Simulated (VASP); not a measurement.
Write the native input for VASP 6.6.1 that does the following.

```yaml
Task: relaxation of cell and atoms
Functional: PBEsol
Potentials_or_basis: VASP PAW PBE potentials, release 64 (Sb)
Cutoff: 600 eV
k_mesh: 16 × 16 × 16
Occupations: gaussian, width 0.1 eV
Spin: no spin polarisation
Dipole_correction: no
Further_INCAR_settings: ALGO = Fast; EDIFF = 1e-06; IBRION = 2; EDIFFG = -0.01; NSW = 80; ISIF = 3
```

The structure of Sb lies in POSCAR:

```
Sb
1.0
   -1.8713599382      1.8713599382      1.8713599382
    1.8713599382     -1.8713599382      1.8713599382
    1.8713599382      1.8713599382     -1.8713599382
Sb
1
Direct
    0.0000000000      0.0000000000      0.0000000000
```

This isn't the form of Sb at room conditions, which is rhombohedral.

The input as run:

INCAR

```
PREC = Accurate
ENCUT = 600
EDIFF = 1E-6
ISMEAR = 0
SIGMA = 0.1
LREAL = False
LASPH = True
NELM = 80
ALGO = Fast
ISIF = 3
LWAVE = False
LCHARG = False
GGA = PS
IBRION = 2
NSW = 80
EDIFFG = -0.01
```

KPOINTS

```
regular mesh
0
Gamma
  16 16 16
```

Potentials or basis: VASP PAW PBE potentials, release 64 (Sb).

The run is started by

```sh
$ cat potpaw_PBE.64/Sb/POTCAR > POTCAR
$ mpirun -np 1 vasp_std > vasp.out
```

It gave:

The relaxed volume is 25.93 Å³/atom and the relaxed cell is a = 3.230 Å, b = 3.230 Å, c = 3.230 Å, α = 109.47°, β = 109.47°, γ = 109.47°. The space group after relaxing (to 0.1 Å) is Im-3m (No. 229), the energy gained by relaxing is 0.6 meV/atom and the ionic steps are 3. The pressure after relaxing is 0.0 GPa. The band gap on the k mesh is zero (an odd number of electrons rules out a gap without spin polarisation).

Caveat: the PAW data sets were made with another functional, which shifts forces and pressure a little; spin-orbit coupling is left out, which moves the levels of the heavy elements.

It took 19 s on 1 thread of Intel(R) Xeon(R) 6975P-C (Granite Rapids) (shared host), peak memory 0.18 GiB.
